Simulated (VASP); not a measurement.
# TiC in VASP: single point with r2SCAN

Aim: the single point of TiC with r2SCAN.

Everything below comes from runs of VASP 6.6.1. Logs are shortened: lines on timing, memory, paths and dates and some standing lists are left out, and cuts for length are marked.

### 1 The cell of the first run

The cell holds a slab with vacuum, 8 atoms: a = 3.060 Å, b = 3.060 Å, c = 23.492 Å, α = 90.00°, β = 90.00°, γ = 90.00°.

### 2 Single point, r2SCAN

Input file POSCAR:

```
TiC
1.0
    3.0603581490      0.0000000000      0.0000000000
    0.0000000000      3.0603581490      0.0000000000
    0.0000000000      0.0000000000     23.4920000000
Ti C
4 4
Direct
    0.5000000000      0.5000000000      0.3618253022
    0.0000000000      0.0000000000      0.4539417674
    0.5000000000      0.5000000000      0.5450006423
    0.0000000000      0.0000000000      0.6344990105
    0.0000000000      0.0000000000      0.3618253022
    0.5000000000      0.5000000000      0.4539417674
    0.0000000000      0.0000000000      0.5460713601
    0.5000000000      0.5000000000      0.6388643902
```

Input file INCAR.step1:

```
ALGO = Normal
DIPOL = 0.5 0.5 0.499
EDIFF = 1E-4
ENCUT = 520
GGA = PE
IDIPOL = 3
ISMEAR = 0
LASPH = T
LCHARG = F
LDIPOL = T
LREAL = F
LWAVE = T
NBANDS = 42
NELM = 100
PREC = Accurate
SIGMA = 0.1
```

Input file INCAR.step2:

```
ALGO = Normal
DIPOL = 0.5 0.5 0.499
EDIFF = 1E-6
ENCUT = 520
IDIPOL = 3
ISIF = 2
ISMEAR = 0
ISTART = 1
LASPH = T
LCHARG = T
LDIPOL = T
LELF = T
LMIXTAU = T
LREAL = F
LVACPOTAV = T
LVHAR = T
LWAVE = F
METAGGA = R2SCAN
NBANDS = 42
NELM = 100
PREC = Accurate
SIGMA = 0.1
```

Input file KPOINTS:

```
k-points
0
Gamma
  9 9 1
```

Potentials or basis: VASP PAW PBE potentials, release 64 (Ti_sv, C).

Launch:

```console
$ cat potpaw_PBE.64/Ti_sv/POTCAR potpaw_PBE.64/C/POTCAR > POTCAR
$ cp INCAR.step1 INCAR
$ mpirun -np 1 vasp_std > vasp.out
$ cp INCAR.step2 INCAR
$ mpirun -np 1 vasp_std > vasp.out
```

OUTCAR:

```text
EDIFF = 1E-6
   ENCUT = 520
   ISIF = 2
   ISMEAR = 0
   ISTART = 1
   LASPH = T
   LREAL = F
   METAGGA = R2SCAN
   NELM = 100
   PREC = Accurate

 ion  position               nearest neighbor table
   1  0.500  0.500  0.362-   5 2.16   5 2.16   5 2.16   5 2.16   6 2.16
   2  0.000  0.000  0.454-   6 2.16   6 2.16   6 2.16   6 2.16   5 2.16   7 2.16
   3  0.500  0.500  0.545-   6 2.14   7 2.16   7 2.16   7 2.16   7 2.16   8 2.21
   4  0.000  0.000  0.634-   7 2.08   8 2.17   8 2.17   8 2.17   8 2.17
   5  0.000  0.000  0.362-   1 2.16   1 2.16   1 2.16   1 2.16   2 2.16
   6  0.500  0.500  0.454-   3 2.14   2 2.16   2 2.16   2 2.16   2 2.16   1 2.16
   7  0.000  0.000  0.546-   4 2.08   3 2.16   3 2.16   3 2.16   3 2.16   2 2.16
   8  0.500  0.500  0.639-   4 2.17   4 2.17   4 2.17   4 2.17   3 2.21

  LATTYP: Found a simple tetragonal cell.
 ALAT       =     3.0603581490
 C/A-ratio  =     7.6762257410

  Lattice vectors:

 A1 = (   3.0603581490,   0.0000000000,   0.0000000000)
 A2 = (   0.0000000000,   3.0603581490,   0.0000000000)
 A3 = (   0.0000000000,   0.0000000000,  23.4920000000)

Analysis of symmetry for initial positions (statically):
=====================================================================
 Subroutine PRICEL returns:
 Original cell was already a primitive cell.

 Routine SETGRP: Setting up the symmetry group for a
 simple tetragonal supercell.

 Subroutine GETGRP returns: Found  8 space group operations
 (whereof  8 operations were pure point group operations)
 out of a pool of 16 trial point group operations.

The static configuration has the point symmetry C_4v.

Analysis of symmetry for dynamics (positions and initial velocities):
=====================================================================
 Subroutine PRICEL returns:
 Original cell was already a primitive cell.

 Routine SETGRP: Setting up the symmetry group for a
 simple tetragonal supercell.

 Subroutine GETGRP returns: Found  8 space group operations
 (whereof  8 operations were pure point group operations)
 out of a pool of 16 trial point group operations.

The dynamic configuration has the point symmetry C_4v.

 Subroutine INISYM returns: Found  8 space group operations
 (whereof  8 operations are pure point group operations),
 and found     1 'primitive' translations

----------------------------------------------------------------------------------------

                                     Primitive cell

  volume of cell :     220.0212

  direct lattice vectors                    reciprocal lattice vectors
     3.060358149  0.000000000  0.000000000     0.326759141  0.000000000  0.000000000
     0.000000000  3.060358149  0.000000000     0.000000000  0.326759141  0.000000000
     0.000000000  0.000000000 23.492000000     0.000000000  0.000000000  0.042567683

  length of vectors
     3.060358149  3.060358149 23.492000000     0.326759141  0.326759141  0.042567683

  position of ions in fractional coordinates (direct lattice)
     0.500000000  0.500000000  0.361825302
     0.000000000  0.000000000  0.453941767
     0.500000000  0.500000000  0.545000642
     0.000000000  0.000000000  0.634499011
     0.000000000  0.000000000  0.361825302
     0.500000000  0.500000000  0.453941767
     0.000000000  0.000000000  0.546071360
     0.500000000  0.500000000  0.638864390

  ion indices of the primitive-cell ions
   primitive index   ion index
                 1           1
                 2           2
                 3           3
                 4           4
                 5           5
                 6           6
                 7           7
                 8           8

----------------------------------------------------------------------------------------

 KPOINTS: k-points

Automatic generation of k-mesh.
 Grid dimensions read from file:
 generate k-points for:    9    9    1

 Generating k-lattice:

  Cartesian coordinates                     Fractional coordinates (reciprocal lattice)
     0.036306571  0.000000000  0.000000000     0.111111111  0.000000000  0.000000000
     0.000000000  0.036306571  0.000000000     0.000000000  0.111111111  0.000000000
     0.000000000  0.000000000  0.042567683     0.000000000  0.000000000  1.000000000

  Length of vectors
     0.036306571  0.036306571  0.042567683

  Shift w.r.t. Gamma in fractional coordinates (k-lattice)
     0.000000000  0.000000000  0.000000000

 Subroutine IBZKPT returns following result:
 ===========================================

 Found     15 irreducible k-points:

 Following reciprocal coordinates:
            Coordinates               Weight
  0.000000  0.000000  0.000000      1.000000
  0.111111  0.000000  0.000000      4.000000
  0.222222  0.000000  0.000000      4.000000
  0.333333  0.000000  0.000000      4.000000
  0.444444  0.000000  0.000000      4.000000
  0.111111  0.111111  0.000000      4.000000
  0.222222  0.111111  0.000000      8.000000
  0.333333  0.111111  0.000000      8.000000
  0.444444  0.111111  0.000000      8.000000
  0.222222  0.222222  0.000000      4.000000
  0.333333  0.222222  0.000000      8.000000
  0.444444  0.222222  0.000000      8.000000
  0.333333  0.333333  0.000000      4.000000
  0.444444  0.333333  0.000000      8.000000
  0.444444  0.444444  0.000000      4.000000
   k-points           NKPTS =     15   k-points in BZ     NKDIM =     15   number of bands    NBANDS=     42
   number of dos      NEDOS =    301   number of ions     NIONS =      8
   total plane-waves  NPLWV = 103680
   dimension x,y,z NGX =    24 NGY =   24 NGZ =  180
   dimension x,y,z NGXF=    48 NGYF=   48 NGZF=  360
   ions per type =               4   4
   NGX,Y,Z   is equivalent  to a cutoff of  13.04, 13.04, 12.74 a.u.
   NGXF,Y,Z  is equivalent  to a cutoff of  26.07, 26.07, 25.48 a.u.
 SYSTEM =  unknown system
   PREC   = accura    normal or accurate (medium, high low for compatibility)
   ISTART =      1    job   : 0-new  1-cont  2-samecut
   ICHARG =      0    charge: 1-file 2-atom 10-const
   ISPIN  =      1    spin polarized calculation?
   LNONCOLLINEAR =      F non collinear calculations
   LSORBIT =      F    spin-orbit coupling
   LASPH  =      T    aspherical Exc in radial PAW
   ENCUT  =  520.0 eV  38.22 Ry    6.18 a.u.   5.69  5.69 43.68*2*pi/ulx,y,z
   NELM   =    100;   NELMIN=  2; NELMDL=  0     # of ELM steps
   EDIFF  = 0.1E-05   stopping-criterion for ELM
   LREAL  =      F    real-space projection
   EDIFFG = 0.1E-04   stopping-criterion for IOM
   NSW    =      0    number of steps for IOM
   IBRION =     -1    ionic relax: 0-MD 1-quasi-New 2-CG
   NFREE  =      0    steps in history (QN), initial steepest desc. (CG)
   ISIF   =      2    stress and relaxation
   ISYM   =      2    0-nonsym 1-usesym 2-fastsym
   POTIM  = 0.5000    time-step for ionic-motion
   TEBEG  =    0.0;   TEEND  =   0.0 temperature during run
   PSTRESS=    0.0 pullay stress
   NELECT =      64.0000    total number of electrons
   NUPDOWN=      -1.0000    fix difference up-down
   EMIN   =  10.00;   EMAX   =-10.00  energy-range for DOS
   EFERMI =   0.00;   METHOD = LEGACY
   ISMEAR =     0;   SIGMA  =   0.10  broadening in eV -4-tet -1-fermi 0-gaus
   EFERMI_NEDOS =   21; number of points for ismear=-14 and -15
   IALGO  =     38    algorithm
   IMIX   =      4    mixing-type and parameters
     AMIX     =   0.40;   BMIX     =  1.00
     AMIX_MAG =   1.60;   BMIX_MAG =  1.00
  volume/ion in A,a.u.               =      27.50       185.60
  Fermi-wavevector in a.u.,A,eV,Ry     =   1.084709  2.049803 16.008534  1.176594
  Thomas-Fermi vector in A             =   2.220806
   LORBIT       =      0    0 simple, 1 ext, 2 COOP (PROOUT), +10 PAW based schemes
   METAGGA = R2SCAN    functional components
   LHFCALC =     F    Hartree Fock is set to
   AEXX    =    0.0000 exact exchange contribution
   IVDW    =     0    specifies the selected vdW correction
   LEPSILON=     F    determine dielectric tensor
   LRPA    =     F    only Hartree local field effects (RPA)
 non-spin polarized calculation
 Gauss-broadening in eV      SIGMA  =   0.10
  energy-cutoff  :      520.00
  volume of cell :      220.02
 maximum number of plane-waves:      5980
 NGX is ok and might be reduce to    24
   NGX = 11   NGY = 11   NGZ = 87

 number of electron      64.0000024 magnetization

 dipolmoment           0.000000      0.000000      0.020908 electrons x Angstroem

 Free energy of the ion-electron system (eV)
  ---------------------------------------------------
  ext. energy  EPLUGINS =         0.00000000
  ---------------------------------------------------
  free energy    TOTEN  =       -97.28748874 eV

  energy without entropy =      -97.28390329  energy(sigma->0) =      -97.28569602

 E-fermi :   0.7801     XC(G=0):  -5.6984

 val. band max:        0.7733401135   @ k =   0.3333   0.3333   0.0000
 cond. band min:       0.9559547940   @ k =   0.0000   0.0000   0.0000
 fundamental gap:      0.1826146805
 Fermi energy:         0.7800995768

 k-point     1 :       0.0000    0.0000    0.0000
  band No.  band energies     occupation
      1     -58.2333      2.00000
      2     -58.1490      2.00000
      3     -58.0984      2.00000
      4     -58.0078      2.00000
      5     -33.6765      2.00000
      6     -33.5349      2.00000
[... 34 lines left out ...]
     41       2.9841      0.00000
     42       3.3468      0.00000

 k-point     2 :       0.1111    0.0000    0.0000
  band No.  band energies     occupation
      1     -58.2296      2.00000
      2     -58.1446      2.00000
      3     -58.0967      2.00000
      4     -58.0059      2.00000
      5     -33.6710      2.00000
      6     -33.5335      2.00000
[... 34 lines left out ...]
     41       3.5812      0.00000
     42       4.0337      0.00000

 k-point     3 :       0.2222    0.0000    0.0000
  band No.  band energies     occupation
      1     -58.2203      2.00000
      2     -58.1328      2.00000
      3     -58.0927      2.00000
      4     -58.0010      2.00000
      5     -33.6626      2.00000
      6     -33.5341      2.00000
[... 34 lines left out ...]
     41       3.8785      0.00000
     42       4.2492      0.00000

 k-point     4 :       0.3333    0.0000    0.0000
  band No.  band energies     occupation
      1     -58.2098      2.00000
      2     -58.1179      2.00000
      3     -58.0896      2.00000
      4     -57.9955      2.00000
      5     -33.6711      2.00000
      6     -33.5748      2.00000
[... 439 lines left out ...]
     41       4.4979      0.00000
     42       4.5841      0.00000

 k-point    14 :       0.4444    0.3333    0.0000
  band No.  band energies     occupation
      1     -58.1843      2.00000
      2     -58.0859      2.00000
      3     -58.0720      2.00000
      4     -57.9736      2.00000
      5     -33.6171      2.00000
      6     -33.5481      2.00000
[... 34 lines left out ...]
     41       4.5520      0.00000
     42       4.6767      0.00000

 k-point    15 :       0.4444    0.4444    0.0000
  band No.  band energies     occupation
      1     -58.1788      2.00000
      2     -58.0800      2.00000
      3     -58.0667      2.00000
      4     -57.9682      2.00000
      5     -33.5926      2.00000
      6     -33.5581      2.00000
[... 34 lines left out ...]
     41       4.5029      0.00000
     42       4.6335      0.00000

------------------------ aborting loop because EDIFF is reached ----------------------------------------

  FORCE on cell =-STRESS in cart. coord.  units (eV):
  Direction    XX          YY          ZZ          XY          YZ          ZX
  --------------------------------------------------------------------------------------
  -------------------------------------------------------------------------------------
  Total       -4.1197466     -4.1197466     -0.7040711      0.0000000      0.0000000      0.0000000
  in kB      -29.9996773    -29.9996773     -5.1269918      0.0000000      0.0000000      0.0000000
  external PRESSURE =     -21.7087821 kB  Pullay stress =       0.0000000 kB

 VOLUME and BASIS-vectors are now :
 -----------------------------------------------------------------------------
  energy-cutoff  :      520.00
  volume of cell :      220.02
      direct lattice vectors                 reciprocal lattice vectors
     3.060358149  0.000000000  0.000000000     0.326759141  0.000000000  0.000000000
     0.000000000  3.060358149  0.000000000     0.000000000  0.326759141  0.000000000
     0.000000000  0.000000000 23.492000000     0.000000000  0.000000000  0.042567683

 POSITION                                       TOTAL-FORCE (eV/Angst)
 -----------------------------------------------------------------------------------
      1.53018      1.53018      8.50000         0.000000     -0.000000      1.348272
      0.00000      0.00000     10.66400         0.000000      0.000000      0.002851
      1.53018      1.53018     12.80316         0.000000     -0.000000      0.021799
      0.00000      0.00000     14.90565         0.000000      0.000000      0.080187
      0.00000      0.00000      8.50000         0.000000      0.000000     -0.888678
      1.53018      1.53018     10.66400         0.000000     -0.000000     -0.530574
      0.00000      0.00000     12.82831         0.000000      0.000000     -0.039890
      1.53018      1.53018     15.00820        -0.000000      0.000000      0.006032
 -----------------------------------------------------------------------------------
    total drift:                                0.000000     -0.000000      0.008002

  FREE ENERGIE OF THE ION-ELECTRON SYSTEM (eV)
  ---------------------------------------------------
  free  energy   TOTEN  =       -97.2874887409 eV

  energy  without entropy=      -97.2839032931  energy(sigma->0) =      -97.28569602

 vacuum level on the upper side and lower side of the slab         5.292         4.888
```

It took 11 min on 1 thread of AMD EPYC 9R45 (Zen 5), shared host; peak memory 0.37 GiB.

What came out:

| Item | Value |
| --- | --- |
| Free energy | -97.2875 eV |
| Largest force | 1.348 eV/Å |
| Band gap on the k mesh | zero (bands 32 and 33 overlap by 0.59 eV) |

Forces in eV/Å, atoms in the order of the input:
```
Ti   0.000  0.000  1.348
Ti   0.000  0.000  0.003
Ti   0.000  0.000  0.022
Ti   0.000  0.000  0.080
C    0.000  0.000 -0.889
C    0.000  0.000 -0.531
C    0.000  0.000 -0.040
C    0.000  0.000  0.006
```

Levels at points of the mesh, in eV from the Fermi level:
```csv
k point,band 29,band 30,band 31,band 32,band 33,band 34,band 35,band 36
"(0.00, 0.00, 0.00)",-0.18,-0.18,0.18,0.44,0.44,0.76,1.37,1.39
```

Caveat: the PAW data sets were made with another functional, which shifts forces and pressure a little.

The gap in the log of VASP goes by the Fermi energy; the results here count the filled bands.